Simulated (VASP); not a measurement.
Input of a VASP 6.6.1 run:

File INCAR:

```
ALGO = Normal
EDIFF = 1E-7
ENCUT = 520
GGA = PE
ISIF = 2
ISMEAR = -1
LASPH = True
LCHARG = False
LREAL = False
LWAVE = False
NBANDS = 16
NELM = 100
PREC = Accurate
SIGMA = 0.01
```

The input KPOINTS:

```
k-points
0
Gamma
  7 7 6
```

Contents of POSCAR:

```
Se
1.0
    4.5168651526      0.0000000000      0.0000000000
   -2.2584325763      3.9117199676      0.0000000000
    0.0000000000      0.0000000000      5.0460464583
Se
3
Direct
    0.2190485750      0.0000000000      0.3333333333
    0.0000000000      0.2190485750      0.6666666667
    0.7809514250      0.7809514250      0.0000000000
```

Potentials or basis: VASP PAW PBE potentials, release 64 (Se).

Launch:

```sh
$ cat potpaw_PBE.64/Se/POTCAR > POTCAR
$ mpirun -np 1 vasp_std > vasp.out
```

(1) Predict the largest force.

(2) Predict the pressure.

(3) Predict the band gap on the k mesh.

Answers

(1) 0.027 eV/Å.

(2) 0.1 GPa.

(3) 1.19 eV (least direct gap 1.40 eV).
